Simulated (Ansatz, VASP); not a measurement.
## Rh in VASP and in Ansatz

```xyz
1
Lattice="0.0000 1.7644 1.7644 1.7644 0.0000 1.7644 1.7644 1.7644 0.0000" Properties=species:S:1:pos:R:3 pbc="T T T"
Rh    0.0000    0.0000    0.0000
```

Change from the starting cell: volume scaled by 0.8, PAW files.

Alike in both runs: task single point; functional r2SCAN; k mesh 17 × 17 × 17; occupations fermi-dirac, width 0.1 eV; no spin polarisation.

|  | VASP | Ansatz |
| --- | --- | --- |
| version | VASP 6.6.1 | Ansatz 0.2.0 |
| potentials or method | VASP PAW PBE potentials, release 64 (Rh_pv) | PAW with Ansatz's default frozen-core files, scalar-relativistic |
| plane-wave cutoff (eV) | 520 | 500 |
| valence electrons in the cell | 15 | 17 |

|  | VASP | Ansatz | Ansatz less VASP |
| --- | --- | --- | --- |
| pressure (GPa) | 113.0 | 109.9 | -3.09 |

VASP's potentials were made for PBE, not for r2SCAN. Both programs put the cell under a high pressure, so it lies far from rest at this level. VASP's potentials hold 15 valence electrons a cell and Ansatz's 17, so a difference there can come from the potentials and not from the codes.

Noted on VASP's run: the cell as given lies far from equilibrium.
